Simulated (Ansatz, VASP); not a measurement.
One calculation of Ag, two programs

```xyz
1
Lattice="-1.6529 1.6529 1.5319 1.6529 -1.6529 1.5319 1.6529 1.6529 -1.5319" Properties=species:S:1:pos:R:3 pbc="T T T"
Ag    0.0000    0.0000    0.0000
```

Change from the starting cell: strain +0.025 along x and y, -0.050 along z, atoms carried along.

Alike in both runs: task single point; functional PBEsol; k mesh 26 × 26 × 26; occupations gaussian, width 0.15 eV; no spin polarisation.

|  | VASP | Ansatz |
| --- | --- | --- |
| version | VASP 6.6.1 | Ansatz 0.2.0 |
| potentials or method | VASP PAW PBE potentials, release 64 (Ag), cutoff 520 eV | scalar-relativistic, plane waves, PAW |
| valence electrons in the cell | 11 | 19 |

|  | VASP | Ansatz | Ansatz less VASP |
| --- | --- | --- | --- |
| gap on the k mesh at the Fermi level (eV) | none | none | - |
| pressure (GPa) | 0.2 | 0.3 | +0.11 |
| traceless stress, the component that is largest in VASP (GPa) | -0.24 | -0.24 | +0.001 |

VASP's potentials were made for PBE, not for PBEsol. A gap of «none» marks a metal or a gap that the smearing closes. With one functional, cell and mesh, what is left measures potentials, basis and numerics. VASP's potentials hold 11 valence electrons a cell and Ansatz's 19, so a difference there can come from the potentials and not from the codes.
